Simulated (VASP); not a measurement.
The system is AlN.

```
CELL_PARAMETERS angstrom
0.00000 2.19143 2.18488
2.18488 0.00000 2.18488
2.18488 2.19143 0.00000
ATOMIC_POSITIONS crystal
Al 0.00000 0.00000 0.00000
N 0.75000 0.75000 0.75000
```

This cell differs from its parent crystal: uniaxial y strain +0.3%.

Base run:

| Item | Value |
| --- | --- |
| Program | VASP 6.6.1 |
| Functional | r2SCAN |
| Potentials or basis | VASP PAW PBE potentials, release 64 (Al, N) |
| Cutoff | 520 eV |
| k mesh | 10 × 10 × 10 |
| Occupations | gaussian, width 0.01 eV |
| Spin | no spin polarisation |

Its results: band gap on the k mesh 3.92 eV, indirect (least direct gap 4.85 eV); pressure -1.0 GPa.

Problem. The run is repeated on the same cell with these changes: functional from r2SCAN to PBE; occupations from gaussian, width 0.01 eV to fermi-dirac, width 0.02 eV. What comes out?

Solution. Band gap on the k mesh 3.31 eV, indirect (least direct gap 4.15 eV); pressure 3.7 GPa.

Caveats: the PAW data sets were made with another functional, which shifts forces and pressure a little (some runs).

A k mesh can miss the band edges.
